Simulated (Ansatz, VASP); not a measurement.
# One calculation of GaP, two programs

POSCAR

```
GaP
1.0
    0.0000000000      2.5585353464      2.5585353464
    2.5585353464      0.0000000000      2.5585353464
    2.5585353464      2.5585353464      0.0000000000
Ga P
1 1
Direct
    0.0000000000      0.0000000000      0.0000000000
    0.5000000000      0.5000000000      0.5000000000
```

File INCAR.step1:

```
ALGO     = Normal         # electronic algorithm
EDIFF    = 1E-5           # SCF threshold, eV
ENCUT    = 520            # plane-wave cutoff, eV
GGA      = PE             # functional
ISIF     = 2              # what is computed and relaxed
ISMEAR   = -1             # smearing method
LASPH    = T              # aspherical terms in the spheres
LREAL    = F              # projectors in reciprocal space
LWAVE    = T              # write WAVECAR
NBANDS   = 16             # bands
NELM     = 80             # most SCF steps
PREC     = Accurate       # precision mode
SIGMA    = 0.02           # smearing width, eV
```

INCAR.step2

```
ALGO     = Normal         # electronic algorithm
EDIFF    = 1E-6           # SCF threshold, eV
ENCUT    = 520            # plane-wave cutoff, eV
GGA      = PE             # functional
HFSCREEN = 0.2079         # screening, 1/A
ISIF     = 2              # what is computed and relaxed
ISMEAR   = -1             # smearing method
ISTART   = 1            
LASPH    = T              # aspherical terms in the spheres
LCHARG   = T              # write CHGCAR
LELF     = T              # ELF
LHFCALC  = T              # exact exchange
LREAL    = F              # projectors in reciprocal space
LVHAR    = T            
LWAVE    = F              # write WAVECAR
NBANDS   = 16             # bands
NELM     = 80             # most SCF steps
PREC     = Accurate       # precision mode
PRECFOCK = Normal       
SIGMA    = 0.02           # smearing width, eV
```

The input KPOINTS:

```
k-points
0
Gamma
  4 4 4
```

Input for Ansatz:

```yaml
crystal:
  lattice:
    - [0.0, 2.5585353464, 2.5585353464]
    - [2.5585353464, 0.0, 2.5585353464]
    - [2.5585353464, 2.5585353464, 0.0]
  atoms:
    - { symbol: Ga, position: [0.0, 0.0, 0.0] }
    - { symbol: P, position: [0.5, 0.5, 0.5] }
kpoints:
  mp_grid: { grid: [4, 4, 4] }
hamiltonian:
  xc: hse06
scf:
  occupations: { method: fermi_dirac, width: 0.02 }
  n_extra_bands: 4
output:
  forces: true
  stress: true
  eigenvalues: true
```

Alike in both runs: task single point; functional HSE06; k mesh 4 × 4 × 4; occupations fermi-dirac, width 0.02 eV; no spin polarisation.

```csv
,VASP,Ansatz
version,VASP 6.6.1,Ansatz 0.2.0
potentials or method,"VASP PAW PBE potentials, release 64 (Ga_d, P)","plane waves, PAW"
plane-wave cutoff (eV),520,420
valence electrons in the cell,18,18
```

Ansatz gave:

* pressure (GPa): 0.5

Q: Which values does VASP return?

A: Pressure (GPa): 0.7.

The functional is the same, so the differences come from potentials, cutoffs and numerics. Ansatz's warnings: filled band counts differ across k points, stress exchange threshold loose, stress scf threshold loose.

The k mesh is coarse, so the values compare programs but aren't converged.
